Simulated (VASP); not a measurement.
Runs of VASP 6.6.1 on Mg. The structure is that of space group I4/mmm (No. 139), or close to it. The cells are those of the table. 

```csv
cell,gap on the mesh (eV),pressure (GPa)
"a = 3.049 Å, angles 106.6, 106.6, 115.4°, 1 atom",none,1.6
"a = 3.017 Å, angles 111.7, 111.7, 105.1°, 1 atom",none,(b)
"a = 3.031 Å, angles 104.1, 104.1, 120.9°, 1 atom",none,4.5
"a = 3.059 Å, angles 112.7, 112.7, 103.1°, 1 atom",none,1.2
"a = 3.065 Å, angles 105.1, 105.1, 118.7°, 1 atom",none,(a)
```

Alike in all rows: task single point; level PBEsol; potentials or basis VASP PAW PBE potentials, release 64 (Mg); no spin polarisation; k mesh 18 × 18 × 18; cutoff (eV) 520; smearing gaussian 0.15 eV.

**Question.** Estimate the missing entries.

**Answer.** (a) 1.9; (b) 2.7.

Caveats: the PAW data sets were made with another functional, which shifts forces and pressure a little; the stress differs along the axes, from 3 to 8 GPa (at least some runs).

A gap of «none» marks levels without a gap at the run's occupations.
